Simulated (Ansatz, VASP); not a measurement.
# BaTiO3: VASP beside Ansatz

```xyz
5
Lattice="2.8400 1.6397 2.3314 -2.8400 1.6397 2.3314 0.0000 -3.2793 2.3314" Properties=species:S:1:pos:R:3 pbc="T T T"
Ba    0.0000    0.0000   -0.0224
Ti    0.0000    0.0000    3.3805
O     0.0000    1.6082    2.4224
O    -1.3928   -0.8041    2.4224
O     1.3928   -0.8041    2.4224
```

Alike in both runs: task single point; functional PBE; k mesh 6 × 6 × 6; occupations fermi-dirac, width 0.02 eV; no spin polarisation.

|  | VASP | Ansatz |
| --- | --- | --- |
| version | VASP 6.6.1 | Ansatz 0.2.0 |
| potentials or method | VASP PAW PBE potentials, release 64 (Ba_sv, Ti_sv, O) | plane waves, PAW |
| plane-wave cutoff (eV) | 520 | 420 |
| valence electrons in the cell | 40 | 40 |

```tsv
	VASP	Ansatz	Ansatz less VASP
gap on the k mesh at the Fermi level (eV)	2.46	2.51	+0.050
pressure (GPa)	4.9	3.2	-1.72
traceless stress, the component that is largest in VASP (GPa)	-0.14	-0.09	+0.052
rms of the force components (eV/Å)	0.068	0.042	-0.0252
```

Atom by atom the forces differ by 0.032 eV/Å (rms over components).

Spin-orbit coupling is off throughout.
